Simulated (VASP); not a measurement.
LaY4F, 6 atoms in the cell. Symmetry: P4/mmm, No. 123, tetragonal system. Conventional cell: a = 6.794 Å, b = 6.794 Å, c = 4.977 Å, α = 90.00°, β = 90.00°, γ = 90.00°. Within 3.3 Å of La (site symmetry 4/mmm) lie 2 F at 2.49 Å. Y (site symmetry m2m) has 1 F at 2.48 Å and 2 Y at 3.29 Å within 3.3 Å. Within 3.3 Å of F (site symmetry 4/mmm) lie 4 Y at 2.48 Å and 2 La at 2.49 Å. 

```yaml
Program: VASP 6.6.1
Task: single point
Functional: PBE
Potentials_or_basis: VASP PAW PBE potentials, release 64 (La, Y_sv, F)
Cutoff: 520 eV
k_mesh: 6 × 6 × 8
Occupations: gaussian, width 0.1 eV
Spin: no spin polarisation
Dipole_correction: no
Further_INCAR_settings: ALGO = Normal; EDIFF = 1e-06; NBANDS = 40
```

Potentials or basis: VASP PAW PBE potentials, release 64 (La, Y_sv, F).

Run with:

```bash
$ cat potpaw_PBE.64/La/POTCAR potpaw_PBE.64/Y_sv/POTCAR potpaw_PBE.64/F/POTCAR > POTCAR
$ mpirun -np 1 vasp_std > vasp.out
```

Hardware: 1 thread of Intel(R) Xeon(R) 6975P-C (Granite Rapids), with other jobs on the host.

Question: How long does it take, and how much memory?

Answer: Wall time 6.8 min on 1 thread of Intel(R) Xeon(R) 6975P-C (Granite Rapids) (shared host), peak memory 0.66 GiB. Counts: scf iterations 19, k points 50.
